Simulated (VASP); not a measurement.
A run of VASP 6.6.1 is set up as follows.

Contents of INCAR:

```
SYSTEM = MoS2
  PREC = Accurate
  ENCUT = 500
  EDIFF = 1E-6
  ISMEAR = 0
  SIGMA = 0.05
  LREAL = .FALSE.
  LASPH = .TRUE.
  NELM = 120
  ALGO = Normal
  ISIF = 2
  LWAVE = .FALSE.
  LCHARG = .FALSE.
  GGA = PE
  IVDW = 12
  NBANDS = 20
  GGA_COMPAT = .FALSE.
```

The input KPOINTS:

```
Automatic mesh
0
G
  12 12 6
  0 0 0
```

File POSCAR:

```
MoS2
1.0
    3.1215013320      0.0000000000      0.0000000000
   -1.5607506660      2.7032994514      0.0000000000
    0.0000000000      0.0000000000      6.7642933864
Mo S
1 2
Direct
    0.0000000000      0.0000000000      0.0000000000
    0.3333333333      0.6666666667      0.2357940733
    0.3333333333      0.6666666667      0.7642059267
```

Potentials or basis: VASP PAW PBE potentials, release 64 (Mo_sv, S).

Command:

```bash
$ cat potpaw_PBE.64/Mo_sv/POTCAR potpaw_PBE.64/S/POTCAR > POTCAR
$ mpirun -np 1 vasp_std > vasp.out
```

(1) What does it give for the pressure?

(2) What does it give for the largest force?

## Answers

(1) -0.4 GPa.

(2) 0.336 eV/Å.
